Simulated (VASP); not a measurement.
# TiCo (Pm-3m) in VASP: notebook

Runs on TiCo. Level: PBEsol. Tasks: single point, relaxation of cell and atoms.

All numbers are computed with VASP 6.6.1; they aren't measurements. Logs are shortened: lines on timing, memory, paths and dates and some standing lists are left out, and cuts for length are marked.

## (1) The cell of the first run

Symmetry: Pm-3m, No. 221, cubic system. Conventional cell: a = 2.939 Å, b = 2.939 Å, c = 2.939 Å, α = 90.00°, β = 90.00°, γ = 90.00°. Ti (site symmetry m-3m) has 8 Co at 2.54 Å and 6 Ti at 2.94 Å within 3.4 Å. Co (site symmetry m-3m) has 8 Ti at 2.54 Å and 6 Co at 2.94 Å within 3.4 Å.

## (2) Single point, PBEsol, collinear spin, ferromagnetic start

Contents of INCAR:

```
PREC = Accurate ; ENCUT = 520
EDIFF = 1E-6 ; ISMEAR = 0
SIGMA = 0.1 ; LREAL = False
LASPH = True ; NELM = 150
ALGO = Normal ; ISIF = 2
LWAVE = False ; LCHARG = True
ISPIN = 2 ; MAGMOM = 0 0.75
LORBIT = 11 ; LMAXMIX = 4
GGA = PS ; LELF = True
LVHAR = True ; NBANDS = 22
```

Contents of KPOINTS:

```
regular mesh
0
Gamma
  12 12 12
```

Contents of POSCAR:

```
TiCo
1.0
    2.9385073288      0.0000000000      0.0000000000
    0.0000000000      2.9385073288      0.0000000000
    0.0000000000      0.0000000000      2.9385073288
Ti Co
1 1
Direct
    0.0000000000      0.0000000000      0.0000000000
    0.5000000000      0.5000000000      0.5000000000
```

Potentials or basis: VASP PAW PBE potentials, release 64 (Ti_sv, Co).

Run with:

```bash
cat potpaw_PBE.64/Ti_sv/POTCAR potpaw_PBE.64/Co/POTCAR > POTCAR
mpirun -np 1 vasp_std > vasp.out
```

OUTCAR:

```text
PREC = Accurate
   ENCUT = 520
   EDIFF = 1E-6
   ISMEAR = 0
   LREAL = False
   LASPH = True
   NELM = 150
   ISIF = 2
   ISPIN = 2
   LORBIT = 11
   GGA = PS

 ion  position               nearest neighbor table
   1  0.000  0.000  0.000-   2 2.54   2 2.54   2 2.54   2 2.54   2 2.54   2 2.54   2 2.54   2 2.54

   2  0.500  0.500  0.500-   1 2.54   1 2.54   1 2.54   1 2.54   1 2.54   1 2.54   1 2.54   1 2.54

  LATTYP: Found a simple cubic cell.
 ALAT       =     2.9385073288

  Lattice vectors:

 A1 = (   2.9385073288,   0.0000000000,   0.0000000000)
 A2 = (   0.0000000000,   2.9385073288,   0.0000000000)
 A3 = (   0.0000000000,   0.0000000000,   2.9385073288)

Analysis of symmetry for initial positions (statically):
=====================================================================
 Subroutine PRICEL returns:
 Original cell was already a primitive cell.

 Routine SETGRP: Setting up the symmetry group for a
 simple cubic supercell.

 Subroutine GETGRP returns: Found 48 space group operations
 (whereof 48 operations were pure point group operations)
 out of a pool of 48 trial point group operations.

The static configuration has the point symmetry O_h .

Analysis of symmetry for dynamics (positions and initial velocities):
=====================================================================
 Subroutine PRICEL returns:
 Original cell was already a primitive cell.

 Routine SETGRP: Setting up the symmetry group for a
 simple cubic supercell.

 Subroutine GETGRP returns: Found 48 space group operations
 (whereof 48 operations were pure point group operations)
 out of a pool of 48 trial point group operations.

The dynamic configuration has the point symmetry O_h .

Analysis of structural, dynamic, and magnetic symmetry:
=====================================================================
 Subroutine PRICEL returns:
 Original cell was already a primitive cell.

 Routine SETGRP: Setting up the symmetry group for a
 simple cubic supercell.

 Subroutine GETGRP returns: Found 48 space group operations
 (whereof 48 operations were pure point group operations)
 out of a pool of 48 trial point group operations.

The overall configuration has the point symmetry O_h .

 Subroutine INISYM returns: Found 48 space group operations
 (whereof 48 operations are pure point group operations),
 and found     1 'primitive' translations

----------------------------------------------------------------------------------------

                                     Primitive cell
[... 108 lines left out ...]
   IALGO  =     38    algorithm
   IMIX   =      4    mixing-type and parameters
     AMIX     =   0.40;   BMIX     =  1.00
     AMIX_MAG =   1.60;   BMIX_MAG =  1.00
  volume/ion in A,a.u.               =      12.69        85.61
  Fermi-wavevector in a.u.,A,eV,Ry     =   1.537049  2.904602 32.144047  2.362521
  Thomas-Fermi vector in A             =   2.643613
   LORBIT       =     11    0 simple, 1 ext, 2 COOP (PROOUT), +10 PAW based schemes
   GGA     = PS    functional components
   LHFCALC =     F    Hartree Fock is set to
   AEXX    =    0.0000 exact exchange contribution
   IVDW    =     0    specifies the selected vdW correction
   LEPSILON=     F    determine dielectric tensor
   LRPA    =     F    only Hartree local field effects (RPA)
 spin polarized calculation
 Gauss-broadening in eV      SIGMA  =   0.10
  energy-cutoff  :      520.00
  volume of cell :       25.37
 maximum number of plane-waves:       715
 NGX is ok and might be reduce to    24
   NGX = 11   NGY = 11   NGZ = 11

 number of electron      21.0000006 magnetization       0.6766639

 Free energy of the ion-electron system (eV)
  ---------------------------------------------------
  ext. energy  EPLUGINS =         0.00000000
  ---------------------------------------------------
  free energy    TOTEN  =       -16.90685957 eV

  energy without entropy =      -16.89591122  energy(sigma->0) =      -16.90138540

 E-fermi :  10.4129     XC(G=0): -12.9951

 val. band max:       10.4120899890   @ k =   0.2500   0.0000   0.0000
 cond. band min:      10.4211372159   @ k =   0.5000   0.4167   0.1667
 fundamental gap:      0.0090472269
 Fermi energy:        10.4129281574

 spin component 1

 k-point     1 :       0.0000    0.0000    0.0000
  band No.  band energies     occupation
      1     -46.4608      1.00000
      2     -22.6367      1.00000
      3     -22.6367      1.00000
      4     -22.6367      1.00000
      5       2.4956      1.00000
      6       6.1003      1.00000
[... 589 lines left out ...]
     21      27.4919      0.00000
     22      30.5771      0.00000

 [... further k-points ...]

 spin component 2

 k-point     1 :       0.0000    0.0000    0.0000
  band No.  band energies     occupation
      1     -46.4500      1.00000
      2     -22.6266      1.00000
      3     -22.6266      1.00000
      4     -22.6266      1.00000
      5       2.5263      1.00000
      6       6.5607      1.00000
[... 589 lines left out ...]
     21      27.4661      0.00000
     22      30.6391      0.00000

 [... further k-points ...]
[... 5 lines left out ...]
  --------------------------------------------------------------------------------------
  -------------------------------------------------------------------------------------
  Total       -0.0966482     -0.0966482     -0.0966482     -0.0000000     -0.0000000      0.0000000
  in kB       -6.1027273     -6.1027273     -6.1027273     -0.0000000     -0.0000000      0.0000000
  external PRESSURE =      -6.1027273 kB  Pullay stress =       0.0000000 kB

 VOLUME and BASIS-vectors are now :
 -----------------------------------------------------------------------------
  energy-cutoff  :      520.00
  volume of cell :       25.37
      direct lattice vectors                 reciprocal lattice vectors
     2.938507329  0.000000000  0.000000000     0.340308833  0.000000000  0.000000000
     0.000000000  2.938507329  0.000000000     0.000000000  0.340308833  0.000000000
     0.000000000  0.000000000  2.938507329     0.000000000  0.000000000  0.340308833

 POSITION                                       TOTAL-FORCE (eV/Angst)
 -----------------------------------------------------------------------------------
      0.00000      0.00000      0.00000         0.000000      0.000000      0.000000
      1.46925      1.46925      1.46925         0.000000      0.000000      0.000000
 -----------------------------------------------------------------------------------
    total drift:                                0.000000      0.000000     -0.000000

  FREE ENERGIE OF THE ION-ELECTRON SYSTEM (eV)
  ---------------------------------------------------
  free  energy   TOTEN  =       -16.9068595715 eV

  energy  without entropy=      -16.8959112215  energy(sigma->0) =      -16.90138540

 total charge

# of ion       s       p       d       tot
------------------------------------------
    1        2.260   6.198   1.901  10.359
    2        0.543   0.484   7.348   8.375
--------------------------------------------------
tot          2.803   6.682   9.249  18.734

 magnetization (x)

# of ion       s       p       d       tot
------------------------------------------
    1       -0.002  -0.007   0.009  -0.000
    2        0.025   0.000   0.673   0.698
--------------------------------------------------
tot          0.023  -0.007   0.682   0.698
```

OSZICAR:

```text
N       E                     dE             d eps       ncg     rms          rms(c)
DAV:   1     0.164008833834E+03    0.16401E+03   -0.95490E+03  7504   0.122E+03
DAV:   2    -0.901276270767E+01   -0.17302E+03   -0.16439E+03  7524   0.306E+02
DAV:   3    -0.191669236946E+02   -0.10154E+02   -0.99675E+01  9140   0.784E+01
DAV:   4    -0.194365211184E+02   -0.26960E+00   -0.26904E+00  8490   0.117E+01
DAV:   5    -0.194449905193E+02   -0.84694E-02   -0.84689E-02  8916   0.193E+00    0.149E+01
DAV:   6    -0.181970231587E+02    0.12480E+01   -0.11280E+01  8458   0.440E+01    0.109E+01
DAV:   7    -0.184959309698E+02   -0.29891E+00   -0.17489E+01  9044   0.362E+01    0.168E+01
DAV:   8    -0.169075286396E+02    0.15884E+01   -0.77762E+00  8698   0.214E+01    0.188E+00
DAV:   9    -0.169082839760E+02   -0.75534E-03   -0.23313E-01 10260   0.398E+00    0.193E+00
DAV:  10    -0.169007496013E+02    0.75344E-02   -0.56656E-02  9240   0.230E+00    0.770E-01
DAV:  11    -0.169032719061E+02   -0.25223E-02   -0.67790E-03  9702   0.738E-01    0.521E-01
DAV:  12    -0.169067532561E+02   -0.34813E-02   -0.13164E-02  8926   0.949E-01    0.416E-01
DAV:  13    -0.169067702875E+02   -0.17031E-04   -0.99263E-03 10654   0.773E-01    0.136E-01
DAV:  14    -0.169068549694E+02   -0.84682E-04   -0.11842E-03  9726   0.328E-01    0.104E-01
DAV:  15    -0.169068599680E+02   -0.49986E-05   -0.24113E-04 10394   0.142E-01    0.275E-02
DAV:  16    -0.169068595715E+02    0.39653E-06   -0.76986E-06  8430   0.182E-02
   1 F= -.16906860E+02 E0= -.16901385E+02  d E =-.109483E-01  mag=     0.6774
```

stdout:

```text
POSCAR found type information on POSCAR TiCo
 POSCAR found :  2 types and       2 ions
 scaLAPACK will be used
 -----------------------------------------------------------------------------
|                                                                             |
|                                                                             |
|     You enforced a specific xc type in the INCAR file but a different       |
|     I HOPE YOU KNOW WHAT YOU ARE DOING!                                     |
|                                                                             |
 -----------------------------------------------------------------------------

 LDA part: xc-table for (Slater+PW92), standard interpolation
 POSCAR, INCAR and KPOINTS ok, starting setup
 FFT: planning ... GRIDC
 FFT: planning ... GRID_SOFT
 FFT: planning ... GRID
 WAVECAR not read
 entering main loop
```

Run time: 1.7 min. Hardware: 1 thread of AMD EPYC 7R43 (Zen 3), shared host; peak memory 0.16 GiB.

Results:

```
Free energy                                           : -16.9069 eV
Pressure                                              : -0.6 GPa
Net moment                                            : 0.68 μB per cell
Site moments                                          : Ti -0.00; Co +0.70 μB
Valence electrons inside the program's atomic spheres : Ti 10.36; Co 8.38
```

Levels at points of the mesh, in eV from the Fermi level:
Spin up:
```tsv
k point	band 8	band 9	band 10	band 11	band 12	band 13	band 14	band 15
(0.00, 0.00, 0.00)	-1.84	-1.84	-1.84	0.58	0.58	2.85	2.85	2.85
(0.50, 0.00, 0.00)	-1.94	-1.94	-1.44	-0.85	-0.35	0.65	0.65	2.34
(0.50, 0.50, 0.00)	-2.79	-1.26	-0.60	0.68	0.68	1.19	2.64	2.64
(0.50, 0.50, 0.50)	-2.26	-2.26	-2.26	-1.23	-1.23	3.35	3.35	7.31
```
Spin down:
```
           k point  band 7  band 8  band 9  band 10  band 11  band 12  band 13  band 14
(0.00, 0.00, 0.00)   -3.85   -1.40   -1.40    -1.40     0.99     0.99     2.94     2.94
(0.50, 0.00, 0.00)   -2.19   -1.47   -1.47    -0.93    -0.90     0.48     0.68     0.68
(0.50, 0.50, 0.00)   -2.45   -2.45   -0.22     0.15     0.70     0.70     1.34     2.81
(0.50, 0.50, 0.50)   -2.42   -2.23   -2.23    -2.23    -0.19    -0.19     3.33     3.33
```

Caveat: the PAW data sets were made with another functional, which shifts forces and pressure a little.

[end of part 1 of 2]
